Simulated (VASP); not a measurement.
A run of VASP 6.6.1:

File POSCAR:

```
AlCo3
1.0
    3.5749480000      0.0000000000      0.0000000000
    0.0000000000      3.5749480000      0.0000000000
    0.0000000000      0.0000000000      3.5749480000
Al Co
1 3
Direct
    0.0000000000      0.0000000000      0.0000000000
    0.5000000000      0.5000000000      0.0000000000
    0.5000000000      0.0000000000      0.5000000000
    0.0000000000      0.5000000000      0.5000000000
```

INCAR.step1

```
SYSTEM = AlCo3
PREC = Accurate
ENCUT = 520
ISMEAR = 1
SIGMA = 0.1
LREAL = .False.
LASPH = .True.
NELM = 150
ISPIN = 2
MAGMOM = 0 1.76 1.76 1.76
LMAXMIX = 4
NBANDS = 27
GGA = PE
ALGO = Normal
EDIFF = 1E-4
LWAVE = .True.
LCHARG = .False.
```

INCAR.step2

```
SYSTEM = AlCo3
PREC = Accurate
ENCUT = 520
EDIFF = 1E-6
ISMEAR = 1
SIGMA = 0.1
LREAL = .False.
LASPH = .True.
NELM = 150
ALGO = Normal
ISIF = 2
LWAVE = .False.
LCHARG = .False.
ISPIN = 2
MAGMOM = 0 1.76 1.76 1.76
LORBIT = 11
LMAXMIX = 4
METAGGA = R2SCAN
LMIXTAU = .True.
NBANDS = 27
ISTART = 1
```

Contents of KPOINTS:

```
Automatic mesh
0
Gamma
  12 12 12
  0 0 0
```

Potentials or basis: VASP PAW PBE potentials, release 64 (Al, Co).

Run with:

```console
$ cat potpaw_PBE.64/Al/POTCAR potpaw_PBE.64/Co/POTCAR > POTCAR
$ cp INCAR.step1 INCAR
$ mpirun -np 1 vasp_std > vasp.out
$ cp INCAR.step2 INCAR
$ mpirun -np 1 vasp_std > vasp.out
```

Hardware: 1 thread of Intel Xeon 8259CL, on a shared host.

Problem. Estimate the wall time of this run.

Solution. Run time: 16 min on 1 thread of Intel Xeon 8259CL, with other jobs on the host, peak memory 0.29 GiB. Counts: k points 84.
